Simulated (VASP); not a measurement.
# TaWC2 (R-3m) in VASP: settings compared

Aim: see how the results for TaWC2 move with the level of theory and the settings. Levels: LDA, PBE. Tasks: single point.

Everything below comes from runs of VASP 6.6.1. Logs are shortened: lines on timing, memory, paths and dates and some standing lists are left out, and cuts for length are marked.

## 1. The cell of the first run

The structure is trigonal, space group R-3m (No. 166). The conventional cell has a = 3.101 Å, b = 3.101 Å, c = 15.098 Å, α = 90.00°, β = 90.00°, γ = 120.00°. W (site symmetry -3m) has 6 C at 2.18 Å within 2.9 Å. Ta (site symmetry -3m) has 6 C at 2.20 Å within 2.9 Å. Within 2.9 Å of C (site symmetry 3m) lie 3 W at 2.18 Å and 3 Ta at 2.20 Å.

## 2. Single point, LDA

INCAR reads:

```
SYSTEM = TaWC2
ALGO = Normal ; EDIFF = 1E-6
ENCUT = 520 ; GGA = CA
ISIF = 2 ; ISMEAR = -1
LASPH = .TRUE. ; LCHARG = .FALSE.
LREAL = .FALSE. ; LWAVE = .FALSE.
NBANDS = 24 ; NELM = 100
PREC = Accurate ; SIGMA = 0.05
```

KPOINTS reads:

```
k-points
0
G
  10 10 10
  0 0 0
```

POSCAR reads:

```
TaWC2
1.0
    1.5506112562      0.8952458261      5.0326704134
   -1.5506112562      0.8952458261      5.0326704134
    0.0000000000     -1.7904916524      5.0326704134
W Ta C
1 1 2
Direct
    0.0000000000      0.0000000000      0.0000000000
    0.5000000000      0.5000000000      0.5000000000
    0.2509330000      0.2509330000      0.2509330000
    0.7490670000      0.7490670000      0.7490670000
```

Potentials or basis: VASP PAW LDA potentials, release 64 (W_sv, Ta_pv, C).

Launch:

```console
$ cat potpaw_LDA.64/W_sv/POTCAR potpaw_LDA.64/Ta_pv/POTCAR potpaw_LDA.64/C/POTCAR > POTCAR
$ mpirun -np 1 vasp_std > vasp.out
```

OUTCAR:

```text
SYSTEM = TaWC2
   EDIFF = 1E-6
   ENCUT = 520
   GGA = CA
   ISIF = 2
   ISMEAR = -1
   LASPH = .TRUE.
   LREAL = .FALSE.
   NELM = 100
   PREC = Accurate

 ion  position               nearest neighbor table
   1  0.000  0.000  0.000-   4 2.18   4 2.18   3 2.18   3 2.18   4 2.18   3 2.18   2 3.09   2 3.09
                             2 3.09   2 3.09   2 3.09   2 3.09
   2  0.500  0.500  0.500-   3 2.20   3 2.20   4 2.20   4 2.20   3 2.20   4 2.20   1 3.09   1 3.09
                             1 3.09   1 3.09   1 3.09   1 3.09
   3  0.251  0.251  0.251-   1 2.18   1 2.18   1 2.18   2 2.20   2 2.20   2 2.20
   4  0.749  0.749  0.749-   1 2.18   1 2.18   1 2.18   2 2.20   2 2.20   2 2.20

  LATTYP: Found a trigonal (rhomboedric) cell.
 ALAT       =     5.3416881084
 COS(alpha) =     0.8314693846

  Lattice vectors:

 A1 = (   1.5506112562,   0.8952458261,   5.0326704134)
 A2 = (  -1.5506112562,   0.8952458261,   5.0326704134)
 A3 = (   0.0000000000,  -1.7904916524,   5.0326704134)

Analysis of symmetry for initial positions (statically):
=====================================================================
 Subroutine PRICEL returns:
 Original cell was already a primitive cell.

 Routine SETGRP: Setting up the symmetry group for a
 trigonal (rhombohedral) supercell.

 Subroutine GETGRP returns: Found 12 space group operations
 (whereof 12 operations were pure point group operations)
 out of a pool of 12 trial point group operations.

The static configuration has the point symmetry D_3d.

Analysis of symmetry for dynamics (positions and initial velocities):
=====================================================================
 Subroutine PRICEL returns:
 Original cell was already a primitive cell.

 Routine SETGRP: Setting up the symmetry group for a
 trigonal (rhombohedral) supercell.

 Subroutine GETGRP returns: Found 12 space group operations
 (whereof 12 operations were pure point group operations)
 out of a pool of 12 trial point group operations.

The dynamic configuration has the point symmetry D_3d.

 Subroutine INISYM returns: Found 12 space group operations
 (whereof 12 operations are pure point group operations),
 and found     1 'primitive' translations

----------------------------------------------------------------------------------------

                                     Primitive cell

  volume of cell :      41.9175

  direct lattice vectors                    reciprocal lattice vectors
     1.550611256  0.895245826  5.032670413     0.322453483  0.186168605  0.066233889
    -1.550611256  0.895245826  5.032670413    -0.322453483  0.186168605  0.066233889
     0.000000000 -1.790491652  5.032670413     0.000000000 -0.372337210  0.066233889

  length of vectors
     5.341688108  5.341688108  5.341688108     0.378182398  0.378182398  0.378182398

  position of ions in fractional coordinates (direct lattice)
     0.000000000  0.000000000  0.000000000
     0.500000000  0.500000000  0.500000000
     0.250933000  0.250933000  0.250933000
     0.749067000  0.749067000  0.749067000

  ion indices of the primitive-cell ions
   primitive index   ion index
                 1           1
                 2           2
                 3           3
                 4           4

----------------------------------------------------------------------------------------

 KPOINTS: k-points

Automatic generation of k-mesh.
 Grid dimensions read from file:
 generate k-points for:   10   10   10

 Generating k-lattice:

  Cartesian coordinates                     Fractional coordinates (reciprocal lattice)
     0.032245348  0.018616861  0.006623389     0.100000000  0.000000000  0.000000000
    -0.032245348  0.018616861  0.006623389     0.000000000  0.100000000  0.000000000
     0.000000000 -0.037233721  0.006623389     0.000000000  0.000000000  0.100000000

  Length of vectors
     0.037818240  0.037818240  0.037818240

  Shift w.r.t. Gamma in fractional coordinates (k-lattice)
     0.000000000  0.000000000  0.000000000

 Subroutine IBZKPT returns following result:
 ===========================================

 Found    116 irreducible k-points:

 Following reciprocal coordinates:
            Coordinates               Weight
  0.000000  0.000000  0.000000      1.000000
  0.100000  0.000000  0.000000      6.000000
  0.200000  0.000000  0.000000      6.000000
  0.300000  0.000000  0.000000      6.000000
  0.400000  0.000000  0.000000      6.000000
  0.500000  0.000000  0.000000      3.000000
[... 16 lines left out ...]
  0.300000  0.300000  0.000000      6.000000
  0.400000  0.300000  0.000000     12.000000
 [... further k-points ...]
   k-points           NKPTS =    116   k-points in BZ     NKDIM =    116   number of bands    NBANDS=     24
   number of dos      NEDOS =    301   number of ions     NIONS =      4
   total plane-waves  NPLWV =  64000
   dimension x,y,z NGX =    40 NGY =   40 NGZ =   40
   dimension x,y,z NGXF=    80 NGYF=   80 NGZF=   80
   ions per type =               1   1   2
   NGX,Y,Z   is equivalent  to a cutoff of  12.45, 12.45, 12.45 a.u.
   NGXF,Y,Z  is equivalent  to a cutoff of  24.90, 24.90, 24.90 a.u.
 SYSTEM =  TaWC2
   PREC   = accura    normal or accurate (medium, high low for compatibility)
   ISTART =      0    job   : 0-new  1-cont  2-samecut
   ICHARG =      2    charge: 1-file 2-atom 10-const
   ISPIN  =      1    spin polarized calculation?
   LNONCOLLINEAR =      F non collinear calculations
   LSORBIT =      F    spin-orbit coupling
   LASPH  =      T    aspherical Exc in radial PAW
   ENCUT  =  520.0 eV  38.22 Ry    6.18 a.u.   9.93  9.93  9.93*2*pi/ulx,y,z
   NELM   =    100;   NELMIN=  2; NELMDL= -5     # of ELM steps
   EDIFF  = 0.1E-05   stopping-criterion for ELM
   LREAL  =      F    real-space projection
   EDIFFG = 0.1E-04   stopping-criterion for IOM
   NSW    =      0    number of steps for IOM
   IBRION =     -1    ionic relax: 0-MD 1-quasi-New 2-CG
   NFREE  =      0    steps in history (QN), initial steepest desc. (CG)
   ISIF   =      2    stress and relaxation
   ISYM   =      2    0-nonsym 1-usesym 2-fastsym
   POTIM  = 0.5000    time-step for ionic-motion
   TEBEG  =    0.0;   TEEND  =   0.0 temperature during run
   PSTRESS=    0.0 pullay stress
   NELECT =      33.0000    total number of electrons
   NUPDOWN=      -1.0000    fix difference up-down
   EMIN   =  10.00;   EMAX   =-10.00  energy-range for DOS
   EFERMI =   0.00;   METHOD = LEGACY
   ISMEAR =    -1;   SIGMA  =   0.05  broadening in eV -4-tet -1-fermi 0-gaus
   EFERMI_NEDOS =   21; number of points for ismear=-14 and -15
   IALGO  =     38    algorithm
   IMIX   =      4    mixing-type and parameters
     AMIX     =   0.40;   BMIX     =  1.00
     AMIX_MAG =   1.60;   BMIX_MAG =  1.00
  volume/ion in A,a.u.               =      10.48        70.72
  Fermi-wavevector in a.u.,A,eV,Ry     =   1.511638  2.856582 31.089988  2.285050
  Thomas-Fermi vector in A             =   2.621669
   LORBIT       =      0    0 simple, 1 ext, 2 COOP (PROOUT), +10 PAW based schemes
   GGA     = CA    functional components
   LHFCALC =     F    Hartree Fock is set to
   AEXX    =    0.0000 exact exchange contribution
   IVDW    =     0    specifies the selected vdW correction
   LEPSILON=     F    determine dielectric tensor
   LRPA    =     F    only Hartree local field effects (RPA)
 non-spin polarized calculation
  energy-cutoff  :      520.00
  volume of cell :       41.92
 maximum number of plane-waves:      1150
   NGX = 19   NGY = 19   NGZ = 19

 number of electron      32.9999998 magnetization

 Free energy of the ion-electron system (eV)
  ---------------------------------------------------
  ext. energy  EPLUGINS =         0.00000000
  ---------------------------------------------------
  free energy    TOTEN  =       -48.15771988 eV

  energy without entropy =      -48.14304554  energy(sigma->0) =      -48.15038271

 E-fermi :  10.6778     XC(G=0): -13.7926

 val. band max:       10.6671523611   @ k =   0.4000   0.2000   0.0000
 cond. band min:      10.6782141498   @ k =  -0.1000   0.2000   0.1000
 fundamental gap:      0.0110617887
 Fermi energy:        10.6778118870

 k-point     1 :       0.0000    0.0000    0.0000
  band No.  band energies     occupation
      1     -64.1474      2.00000
      2     -28.7245      2.00000
      3     -28.4863      2.00000
      4     -28.4863      2.00000
      5     -24.7448      2.00000
      6     -24.3252      2.00000
[... 16 lines left out ...]
     23      13.8360      0.00000
     24      15.9551      0.00000

 k-point     2 :       0.1000    0.0000    0.0000
  band No.  band energies     occupation
      1     -64.1450      2.00000
      2     -28.7145      2.00000
      3     -28.5315      2.00000
      4     -28.4967      2.00000
      5     -24.7377      2.00000
      6     -24.3911      2.00000
[... 16 lines left out ...]
     23      13.5613      0.00000
     24      16.8906      0.00000

 k-point     3 :       0.2000    0.0000    0.0000
  band No.  band energies     occupation
      1     -64.1386      2.00000
      2     -28.6884      2.00000
      3     -28.6482      2.00000
      4     -28.5238      2.00000
      5     -24.7191      2.00000
      6     -24.5598      2.00000
[... 16 lines left out ...]
     23      14.9988      0.00000
     24      17.3933      0.00000
[... 514 lines left out ...]
 k-point    23 :       0.3000    0.3000    0.0000
  band No.  band energies     occupation
      1     -64.1306      2.00000
      2     -28.7930      2.00000
      3     -28.6579      2.00000
      4     -28.5580      2.00000
      5     -24.7584      2.00000
      6     -24.6875      2.00000
[... 16 lines left out ...]
     23      16.9835      0.00000
     24      17.3042      0.00000

 k-point    24 :       0.4000    0.3000    0.0000
  band No.  band energies     occupation
      1     -64.1262      2.00000
      2     -28.8529      2.00000
      3     -28.6421      2.00000
      4     -28.5965      2.00000
      5     -24.8360      2.00000
      6     -24.6723      2.00000
[... 16 lines left out ...]
     23      16.9665      0.00000
     24      17.7879      0.00000

 [... further k-points ...]

------------------------ aborting loop because EDIFF is reached ----------------------------------------

  FORCE on cell =-STRESS in cart. coord.  units (eV):
  Direction    XX          YY          ZZ          XY          YZ          ZX
  --------------------------------------------------------------------------------------
  -------------------------------------------------------------------------------------
  Total       -0.1944177     -0.1944177     -0.1805659      0.0000000      0.0000000      0.0000000
  in kB       -7.4310701     -7.4310701     -6.9016237      0.0000000      0.0000000      0.0000000
  external PRESSURE =      -7.2545880 kB  Pullay stress =       0.0000000 kB

 VOLUME and BASIS-vectors are now :
 -----------------------------------------------------------------------------
  energy-cutoff  :      520.00
  volume of cell :       41.92
      direct lattice vectors                 reciprocal lattice vectors
     1.550611256  0.895245826  5.032670413     0.322453483  0.186168605  0.066233889
    -1.550611256  0.895245826  5.032670413    -0.322453483  0.186168605  0.066233889
     0.000000000 -1.790491652  5.032670413     0.000000000 -0.372337210  0.066233889

 POSITION                                       TOTAL-FORCE (eV/Angst)
 -----------------------------------------------------------------------------------
      0.00000      0.00000      0.00000         0.000000     -0.000000      0.000000
      0.00000     -0.00000      7.54901         0.000000     -0.000000     -0.000000
      0.00000     -0.00000      3.78859         0.000000     -0.000000      0.092784
      0.00000     -0.00000     11.30942         0.000000      0.000000     -0.092784
 -----------------------------------------------------------------------------------
    total drift:                                0.000000      0.000000      0.000000

  FREE ENERGIE OF THE ION-ELECTRON SYSTEM (eV)
  ---------------------------------------------------
  free  energy   TOTEN  =       -48.1577198818 eV

  energy  without entropy=      -48.1430455431  energy(sigma->0) =      -48.15038271
```

It took 6.5 min on 1 thread of Intel Xeon 8259CL, shared host; peak memory 0.3 GiB.

What came out:

| Property | Result |
| --- | --- |
| Free energy | -48.1577 eV |
| Pressure | -0.7 GPa |
| Largest force | 0.093 eV/Å |
| Band gap on the k mesh | zero (an odd number of electrons rules out a gap without spin polarisation) |

Forces on the atoms (eV/Å):
```
W    0.000  0.000  0.000
Ta   0.000  0.000  0.000
C    0.000  0.000  0.093
C    0.000  0.000 -0.093
```

Caveat: spin-orbit coupling is left out, which moves the levels of the heavy elements.

[end of part 1 of 3]
